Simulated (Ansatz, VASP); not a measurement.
One calculation of Hf, two programs

INCAR

```
SYSTEM = Hf
ALGO = Normal ; EDIFF = 1E-7
ENCUT = 520 ; GGA = CA
ISIF = 2 ; ISMEAR = -1
LASPH = .TRUE. ; LCHARG = .FALSE.
LREAL = .FALSE. ; LWAVE = .FALSE.
NBANDS = 11 ; NELM = 100
PREC = Accurate ; SIGMA = 0.03
```

The input KPOINTS:

```
k-points
0
G
  13 13 13
  0 0 0
```

File POSCAR:

```
Hf
1.0
    0.0000000000      2.2422000000      2.2200000000
    2.2422000000      0.0000000000      2.2200000000
    2.2422000000      2.2422000000      0.0000000000
Hf
1
Direct
    0.0000000000      0.0000000000      0.0000000000
```

Input for Ansatz:

```yaml
crystal:
  lattice:
    - [0.0, 2.2422, 2.22]
    - [2.2422, 0.0, 2.22]
    - [2.2422, 2.2422, 0.0]
  atoms:
    - { symbol: Hf, position: [0.0, 0.0, 0.0] }
kpoints:
  mp_grid: { grid: [13, 13, 13] }
  band_path:
    path:
      - [0.0, 0.0, 0.0]
      - [0.0, 0.5, 0.5]
      - [0.25, 0.75, 0.5]
      - [0.0, 0.5, 0.0]
      - [0.0, 0.0, 0.0]
      - [0.5, 0.5, 0.0]
      - [0.3775125, 0.6224875, 0.0]
      - [-0.3775125, 0.3775125, 0.0]
      - [0.0, 0.0, 0.0]
    npoints: 5
scf:
  occupations: { method: fermi_dirac, width: 0.03 }
hamiltonian:
  xc: lda
  pseudopotentials: { kind: all_electron, lapw: { basis_error: 0.001 } }
output:
  forces: true
  stress: true
  eigenvalues: true
```

Change from the starting cell: equal xx and yy strain of +1 %.

Alike in both runs: task single point; functional LDA; k mesh 13 × 13 × 13; occupations fermi-dirac, width 0.03 eV; no spin polarisation.

|  | VASP | Ansatz |
| --- | --- | --- |
| version | VASP 6.6.1 | Ansatz 0.2.0 |
| potentials or method | VASP PAW LDA potentials, release 64 (Hf_pv), cutoff 520 eV | all-electron LAPW, scalar-relativistic |

|  | VASP | Ansatz | Ansatz less VASP |
| --- | --- | --- | --- |
| pressure (GPa) | -7.4 | -7.4 | +0.02 |
| traceless stress, the component that is largest in VASP (GPa) | 0.12 | 0.12 | -0.001 |

LDA's correlation is that of Perdew and Zunger in VASP and of Perdew and Wang (1992) in Ansatz. Ansatz ran all-electron here, and VASP with PAW potentials.

Neither program's run includes spin-orbit coupling.
